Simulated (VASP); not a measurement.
Input of a VASP 6.6.1 run:

File INCAR:

```
PREC = Accurate
ENCUT = 500
EDIFF = 1E-6
ISMEAR = -1
SIGMA = 0.05
LREAL = False
LASPH = True
NELM = 120
ALGO = Normal
ISIF = 2
LWAVE = False
LCHARG = False
GGA = LIBXC
LIBXC1 = GGA_X_B88
LIBXC2 = GGA_C_PBE
NBANDS = 16
GGA_COMPAT = False
```

Contents of KPOINTS:

```
regular mesh
0
Gamma
  8 8 8
```

Contents of POSCAR:

```
GaP
1.0
    0.0000000000      2.7786998443      2.7786998443
    2.7786998443      0.0000000000      2.7786998443
    2.7786998443      2.7786998443      0.0000000000
Ga P
1 1
Direct
    0.0000000000      0.0000000000      0.0000000000
    0.7500000000      0.7500000000      0.7500000000
```

Potentials or basis: VASP PAW PBE potentials, release 64 (Ga_d, P).

The run is started by

```sh
$ cat potpaw_PBE.64/Ga_d/POTCAR potpaw_PBE.64/P/POTCAR > POTCAR
$ mpirun -np 1 vasp_std > vasp.out
```

**Question.** Predict the band gap on the k mesh.

**Answer.** 1.34 eV.

**Question.** Predict the pressure.

**Answer.** -2.2 GPa.

Caveat: the PAW data sets were made with another functional, which shifts forces and pressure a little. A k mesh can miss the band edges.
